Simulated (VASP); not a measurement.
# MnRh (Pm-3m) in VASP: single point with LDA

Aim: the single point of MnRh with LDA.

Program: VASP 6.6.1. These are calculated values, not measurements. Logs are shortened: lines on timing, memory, paths and dates and some standing lists are left out, and cuts for length are marked.

## 1. The cell of the first run

The structure is cubic, space group Pm-3m (No. 221). Conventional cell: a = 3.044 Å, b = 3.044 Å, c = 3.044 Å, α = 90.00°, β = 90.00°, γ = 90.00°. Mn (site symmetry m-3m) has 8 Rh at 2.64 Å and 6 Mn at 3.04 Å within 3.5 Å. Rh (site symmetry m-3m) has 8 Mn at 2.64 Å and 6 Rh at 3.04 Å within 3.5 Å.

## 2. Single point, LDA, collinear spin, antiferromagnetic start

INCAR reads:

```
ALGO = Normal
EDIFF = 1E-7
ENCUT = 520
ISIF = 2
ISMEAR = -1
ISPIN = 2
LASPH = T
LCHARG = F
LMAXMIX = 4
LORBIT = 11
LREAL = F
LWAVE = F
MAGMOM = 3.4 -3.4 0 0
NBANDS = 40
NELM = 150
PREC = Accurate
SIGMA = 0.025
```

KPOINTS reads:

```
k-points
0
Gamma
  6 9 6
```

POSCAR reads:

```
MnRh
1.0
    0.0000000000      3.0440000000      3.0440000000
    3.0440000000      0.0000000000      0.0000000000
    0.0000000000      3.0440000000     -3.0440000000
Mn Rh
2 2
Direct
    0.0000000000      0.0000000000      0.0000000000
    0.5000000000      0.0000000000      0.5000000000
    0.5000000000      0.5000000000      0.0000000000
    0.0000000000      0.5000000000      0.5000000000
```

Potentials or basis: VASP PAW LDA potentials, release 64 (Mn_pv, Rh_pv).

Command:

```console
$ cat potpaw_LDA.64/Mn_pv/POTCAR potpaw_LDA.64/Rh_pv/POTCAR > POTCAR
$ mpirun -np 1 vasp_std > vasp.out
```

OUTCAR:

```text
EDIFF = 1E-7
   ENCUT = 520
   ISIF = 2
   ISMEAR = -1
   ISPIN = 2
   LASPH = T
   LORBIT = 11
   LREAL = F
   NELM = 150
   PREC = Accurate

 ion  position               nearest neighbor table
   1  0.000  0.000  0.000-   3 2.64   4 2.64   4 2.64   3 2.64   4 2.64   4 2.64   3 2.64   3 2.64
                             2 3.04   2 3.04   2 3.04   2 3.04
   2  0.500  0.000  0.500-   3 2.64   4 2.64   3 2.64   3 2.64   4 2.64   3 2.64   4 2.64   4 2.64
                             1 3.04   1 3.04   1 3.04   1 3.04
   3  0.500  0.500  0.000-   1 2.64   2 2.64   2 2.64   1 2.64   2 2.64   2 2.64   1 2.64   1 2.64
                             4 3.04   4 3.04   4 3.04   4 3.04
   4  0.000  0.500  0.500-   1 2.64   2 2.64   1 2.64   1 2.64   2 2.64   1 2.64   2 2.64   2 2.64
                             3 3.04   3 3.04   3 3.04   3 3.04

  LATTYP: Found a simple tetragonal cell.
 ALAT       =     4.3048660839
 C/A-ratio  =     0.7071067812

  Lattice vectors:

 A1 = (   0.0000000000,  -3.0440000000,  -3.0440000000)
 A2 = (   0.0000000000,   3.0440000000,  -3.0440000000)
 A3 = (   3.0440000000,   0.0000000000,   0.0000000000)

Analysis of symmetry for initial positions (statically):
=====================================================================
 Subroutine PRICEL returns following result:

  LATTYP: Found a simple cubic cell.
 ALAT       =     3.0440000000
[... 12 lines left out ...]
 Subroutine GETGRP returns: Found 16 space group operations
 (whereof 16 operations were pure point group operations)
 out of a pool of 16 trial point group operations.

The static configuration has the point symmetry D_4h.

Analysis of symmetry for dynamics (positions and initial velocities):
=====================================================================
 Subroutine PRICEL returns following result:

  LATTYP: Found a simple cubic cell.
 ALAT       =     3.0440000000
[... 12 lines left out ...]
 Subroutine GETGRP returns: Found 16 space group operations
 (whereof 16 operations were pure point group operations)
 out of a pool of 16 trial point group operations.

The dynamic configuration has the point symmetry D_4h.

Analysis of structural, dynamic, and magnetic symmetry:
=====================================================================
 Subroutine PRICEL returns following result:

  LATTYP: Found a simple cubic cell.
 ALAT       =     3.0440000000
[... 12 lines left out ...]
 Subroutine GETGRP returns: Found 16 space group operations
 (whereof 16 operations were pure point group operations)
 out of a pool of 16 trial point group operations.

The overall configuration has the point symmetry D_4h.

 Subroutine INISYM returns: Found 16 space group operations
 (whereof 16 operations are pure point group operations),
 and found     2 'primitive' translations

----------------------------------------------------------------------------------------

                                     Primitive cell

  volume of cell :      28.2055

  direct lattice vectors                    reciprocal lattice vectors
     0.000000000  0.000000000  3.044000000     0.000000000  0.000000000  0.328515112
     3.044000000  0.000000000  0.000000000     0.328515112  0.000000000  0.000000000
     0.000000000  3.044000000  0.000000000     0.000000000  0.328515112  0.000000000

  length of vectors
     3.044000000  3.044000000  3.044000000     0.328515112  0.328515112  0.328515112

  position of ions in fractional coordinates (direct lattice)
     0.000000000  0.000000000  0.000000000
     0.500000000  0.500000000  0.500000000

  ion indices of the primitive-cell ions
   primitive index   ion index
                 1           1
                 2           3

----------------------------------------------------------------------------------------

 KPOINTS: k-points

Automatic generation of k-mesh.
 Grid dimensions read from file:
 generate k-points for:    6    9    6

 Generating k-lattice:

  Cartesian coordinates                     Fractional coordinates (reciprocal lattice)
     0.000000000  0.027376259  0.027376259     0.166666667  0.000000000  0.000000000
     0.036501679  0.000000000  0.000000000     0.000000000  0.111111111  0.000000000
     0.000000000  0.027376259 -0.027376259     0.000000000  0.000000000  0.166666667

  Length of vectors
     0.038715877  0.036501679  0.038715877

  Shift w.r.t. Gamma in fractional coordinates (k-lattice)
     0.000000000  0.000000000  0.000000000

 Subroutine IBZKPT returns following result:
 ===========================================

 Found     50 irreducible k-points:

 Following reciprocal coordinates:
            Coordinates               Weight
  0.000000  0.000000  0.000000      1.000000
  0.166667  0.000000  0.000000      4.000000
  0.333333  0.000000  0.000000      4.000000
  0.500000  0.000000  0.000000      2.000000
  0.000000  0.111111  0.000000      2.000000
  0.166667  0.111111  0.000000      8.000000
[... 16 lines left out ...]
  0.500000  0.000000  0.166667      4.000000
  0.166667  0.111111  0.166667      8.000000
 [... further k-points ...]
   k-points           NKPTS =     50   k-points in BZ     NKDIM =     50   number of bands    NBANDS=     40
   number of dos      NEDOS =    301   number of ions     NIONS =      4
   total plane-waves  NPLWV =  24576
   dimension x,y,z NGX =    32 NGY =   24 NGZ =   32
   dimension x,y,z NGXF=    64 NGYF=   48 NGZF=   64
   ions per type =               2   2
   NGX,Y,Z   is equivalent  to a cutoff of  12.36, 13.11, 12.36 a.u.
   NGXF,Y,Z  is equivalent  to a cutoff of  24.72, 26.21, 24.72 a.u.
 SYSTEM =  unknown system
   PREC   = accura    normal or accurate (medium, high low for compatibility)
   ISTART =      0    job   : 0-new  1-cont  2-samecut
   ICHARG =      2    charge: 1-file 2-atom 10-const
   ISPIN  =      2    spin polarized calculation?
   LNONCOLLINEAR =      F non collinear calculations
   LSORBIT =      F    spin-orbit coupling
   LASPH  =      T    aspherical Exc in radial PAW
   ENCUT  =  520.0 eV  38.22 Ry    6.18 a.u.   8.00  5.66  8.00*2*pi/ulx,y,z
   NELM   =    150;   NELMIN=  2; NELMDL= -5     # of ELM steps
   EDIFF  = 0.1E-06   stopping-criterion for ELM
   LREAL  =      F    real-space projection
   EDIFFG = 0.1E-05   stopping-criterion for IOM
   NSW    =      0    number of steps for IOM
   IBRION =     -1    ionic relax: 0-MD 1-quasi-New 2-CG
   NFREE  =      0    steps in history (QN), initial steepest desc. (CG)
   ISIF   =      2    stress and relaxation
   ISYM   =      2    0-nonsym 1-usesym 2-fastsym
   POTIM  = 0.5000    time-step for ionic-motion
   TEBEG  =    0.0;   TEEND  =   0.0 temperature during run
   PSTRESS=    0.0 pullay stress
   NELECT =      56.0000    total number of electrons
   NUPDOWN=      -1.0000    fix difference up-down
   EMIN   =  10.00;   EMAX   =-10.00  energy-range for DOS
   EFERMI =   0.00;   METHOD = LEGACY
   ISMEAR =    -1;   SIGMA  =   0.03  broadening in eV -4-tet -1-fermi 0-gaus
   EFERMI_NEDOS =   21; number of points for ismear=-14 and -15
   IALGO  =     38    algorithm
   IMIX   =      4    mixing-type and parameters
     AMIX     =   0.40;   BMIX     =  1.00
     AMIX_MAG =   1.60;   BMIX_MAG =  1.00
  volume/ion in A,a.u.               =      14.10        95.17
  Fermi-wavevector in a.u.,A,eV,Ry     =   1.633113  3.086136 36.287521  2.667058
  Thomas-Fermi vector in A             =   2.724972
   LORBIT       =     11    0 simple, 1 ext, 2 COOP (PROOUT), +10 PAW based schemes
   GGA     = CA    functional components
   LHFCALC =     F    Hartree Fock is set to
   AEXX    =    0.0000 exact exchange contribution
   IVDW    =     0    specifies the selected vdW correction
   LEPSILON=     F    determine dielectric tensor
   LRPA    =     F    only Hartree local field effects (RPA)
 spin polarized calculation
  energy-cutoff  :      520.00
  volume of cell :       56.41
 maximum number of plane-waves:      1540
   NGX = 17   NGY = 11   NGZ = 17

 number of electron      56.0000059 magnetization      -0.0000000

 number of electron      56.0000059 magnetization       0.0000000

 Free energy of the ion-electron system (eV)
  ---------------------------------------------------
  ext. energy  EPLUGINS =         0.00000000
  ---------------------------------------------------
  free energy    TOTEN  =       -36.89170973 eV

  energy without entropy =      -36.87873052  energy(sigma->0) =      -36.88522013

 E-fermi :   9.3199     XC(G=0): -13.4484

 val. band max:        9.3162261373   @ k =   0.5000   0.1111   0.1667
 cond. band min:       9.3212629829   @ k =   0.0000   0.3333   0.0000
 fundamental gap:      0.0050368456
 Fermi energy:         9.3199347903

 spin component 1

 k-point     1 :       0.0000    0.0000    0.0000
  band No.  band energies     occupation
      1     -39.9364      1.00000
      2     -39.9364      1.00000
      3     -39.8264      1.00000
      4     -36.8843      1.00000
      5     -36.8843      1.00000
      6     -36.7330      1.00000
[... 1021 lines left out ...]
     39      18.7714      0.00000
     40      19.7272      0.00000

 [... further k-points ...]

 spin component 2

 k-point     1 :       0.0000    0.0000    0.0000
  band No.  band energies     occupation
      1     -39.9364      1.00000
      2     -39.9364      1.00000
      3     -39.8264      1.00000
      4     -36.8843      1.00000
      5     -36.8843      1.00000
      6     -36.7330      1.00000
[... 1021 lines left out ...]
     39      18.7714      0.00000
     40      19.7272      0.00000

 [... further k-points ...]

------------------------ aborting loop because EDIFF is reached ----------------------------------------

  FORCE on cell =-STRESS in cart. coord.  units (eV):
  Direction    XX          YY          ZZ          XY          YZ          ZX
  --------------------------------------------------------------------------------------
  -------------------------------------------------------------------------------------
  Total       -4.8075798     -6.8753603     -6.8753603      0.0000000      0.0000000     -0.0000000
  in kB     -136.5441656   -195.2729591   -195.2729591      0.0000000      0.0000000     -0.0000000
  external PRESSURE =    -175.6966946 kB  Pullay stress =       0.0000000 kB

 VOLUME and BASIS-vectors are now :
 -----------------------------------------------------------------------------
  energy-cutoff  :      520.00
  volume of cell :       56.41
      direct lattice vectors                 reciprocal lattice vectors
     0.000000000  3.044000000  3.044000000     0.000000000  0.164257556  0.164257556
     3.044000000  0.000000000  0.000000000     0.328515112  0.000000000  0.000000000
     0.000000000  3.044000000 -3.044000000     0.000000000  0.164257556 -0.164257556

 POSITION                                       TOTAL-FORCE (eV/Angst)
 -----------------------------------------------------------------------------------
      0.00000      0.00000      0.00000        -0.000000     -0.000000     -0.000000
      0.00000      3.04400      0.00000        -0.000000     -0.000000     -0.000000
      1.52200      1.52200      1.52200         0.000000      0.000000      0.000000
      1.52200      1.52200     -1.52200         0.000000      0.000000     -0.000000
 -----------------------------------------------------------------------------------
    total drift:                               -0.000000     -0.000000      0.000000

  FREE ENERGIE OF THE ION-ELECTRON SYSTEM (eV)
  ---------------------------------------------------
  free  energy   TOTEN  =       -36.8917097277 eV

  energy  without entropy=      -36.8787305244  energy(sigma->0) =      -36.88522013

 total charge

# of ion       s       p       d       tot
------------------------------------------
    1        0.351   6.276   4.950  11.576
    2        0.351   6.276   4.950  11.576
    3        0.391   6.251   7.147  13.789
    4        0.391   6.251   7.147  13.789
--------------------------------------------------
tot          1.483  25.053  24.194  50.730

 magnetization (x)

# of ion       s       p       d       tot
------------------------------------------
    1        0.022   0.036   3.314   3.372
    2       -0.022  -0.036  -3.314  -3.372
    3        0.000   0.000   0.000   0.000
    4        0.000   0.000   0.000   0.000
--------------------------------------------------
tot          0.000   0.000   0.000   0.000
```

Wall time 4.7 min (1 thread of Intel Xeon 8259CL, shared host); peak memory 0.27 GiB.

Results:

```
Free energy                                           : -36.8917 eV
Pressure                                              : -17.6 GPa
Band gap on the k mesh                                : zero (filled and empty bands overlap)
Net moment                                            : 0.00 μB per cell
Site moments                                          : Mn +3.37, -3.37; Rh +0.00 μB
Valence electrons inside the program's atomic spheres : Mn 11.58; Rh 13.79
```

Stress tensor (GPa, compression positive):
```
-13.65   0.00   0.00
  0.00 -19.53   0.00
  0.00   0.00 -19.53
```

Levels at points of the mesh, in eV from the Fermi level:
Spin up:
| k point | band 24 | band 25 | band 26 | band 27 | band 28 | band 29 | band 30 | band 31 | band 32 | band 33 |
| --- | --- | --- | --- | --- | --- | --- | --- | --- | --- | --- |
| (0.00, 0.00, 0.00) | -1.02 | -0.37 | -0.05 | 0.45 | 0.45 | 0.68 | 0.68 | 1.33 | 1.51 | 1.60 |
| (0.50, 0.00, 0.00) | -1.65 | -1.43 | -1.21 | -1.17 | -0.87 | 0.47 | 0.62 | 0.91 | 1.05 | 1.20 |
| (0.50, 0.00, 0.50) | -2.08 | -1.83 | -1.83 | -1.39 | -0.95 | -0.91 | 0.49 | 0.96 | 0.96 | 1.15 |
Spin down:
| k point | band 24 | band 25 | band 26 | band 27 | band 28 | band 29 | band 30 | band 31 | band 32 | band 33 |
| --- | --- | --- | --- | --- | --- | --- | --- | --- | --- | --- |
| (0.00, 0.00, 0.00) | -1.02 | -0.37 | -0.05 | 0.45 | 0.45 | 0.68 | 0.68 | 1.33 | 1.51 | 1.60 |
| (0.50, 0.00, 0.00) | -1.65 | -1.43 | -1.21 | -1.17 | -0.87 | 0.47 | 0.62 | 0.91 | 1.05 | 1.20 |
| (0.50, 0.00, 0.50) | -2.08 | -1.83 | -1.83 | -1.39 | -0.95 | -0.91 | 0.49 | 0.96 | 0.96 | 1.15 |

Caveat: the cell stands under tension.
